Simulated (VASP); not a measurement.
Here is a VASP 6.6.1 calculation.

File INCAR:

```
  PREC = Accurate
  ENCUT = 750
  EDIFF = 1E-6
  ISMEAR = 0
  SIGMA = 0.01
  LREAL = False
  LASPH = True
  NELM = 120
  ALGO = Normal
  ISIF = 2
  LWAVE = False
  LCHARG = False
  GGA = PE
  NBANDS = 12
  GGA_COMPAT = False
```

The input KPOINTS:

```
Automatic mesh
0
Gamma
  4 4 4
```

Contents of POSCAR:

```
LiBr
1.0
    0.0342445631      2.7395650468      2.7395650468
    2.7395650468      0.0342445631      2.7395650468
    2.7738096098      2.7738096098     -0.0000000001
Li Br
1 1
Direct
    0.0000000000      0.0000000000      0.0000000000
    0.5000000000      0.5000000000      0.5000000000
```

Potentials or basis: VASP PAW PBE potentials, release 64 (Li_sv, Br).

Command:

```bash
$ cat potpaw_PBE.64/Li_sv/POTCAR potpaw_PBE.64/Br/POTCAR > POTCAR
$ mpirun -np 1 vasp_std > vasp.out
```

Question: Predict the band gap on the k mesh.

Answer: 4.91 eV.

Question: What does it give for the pressure?

Answer: 0.6 GPa.

Stress tensor (GPa, compression positive):
```
 0.59 -0.51  0.00
-0.51  0.59  0.00
 0.00  0.00  0.56
```

Caveat: the k points lie up to 0.50 Å⁻¹ apart; the cell differs from its parent crystal (shear xy strain +2.5%).
